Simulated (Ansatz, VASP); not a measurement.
# One calculation of Cu, two programs

```xyz
1
Lattice="2.3027 0.0000 0.0000 0.0000 2.3027 0.0000 0.0000 0.0000 2.3027" Properties=species:S:1:pos:R:3 pbc="T T T"
Cu    0.0000    0.0000    0.0000
```

Alike in both runs: task relaxation of cell and atoms; functional PBEsol; k mesh 18 × 18 × 18; occupations fermi-dirac, width 0.08 eV; no spin polarisation.

|  | VASP | Ansatz |
| --- | --- | --- |
| version | VASP 6.6.1 | Ansatz 0.2.0 |
| potentials or method | VASP PAW PBE potentials, release 64 (Cu) | PAW with Ansatz's default frozen-core files, scalar-relativistic |
| plane-wave cutoff (eV) | 600 | 420 |
| valence electrons in the cell | 11 | 19 |

```tsv
	VASP	Ansatz	Ansatz less VASP
relaxed volume (Å³/atom)	13.21	13.14	-0.071
relaxed cell length with the largest relative difference (Å)	2.364	2.360	-0.0043
```

VASP's potentials were made for PBE, not for PBEsol. VASP's potentials hold 11 valence electrons a cell and Ansatz's 19, so a difference there can come from the potentials and not from the codes.
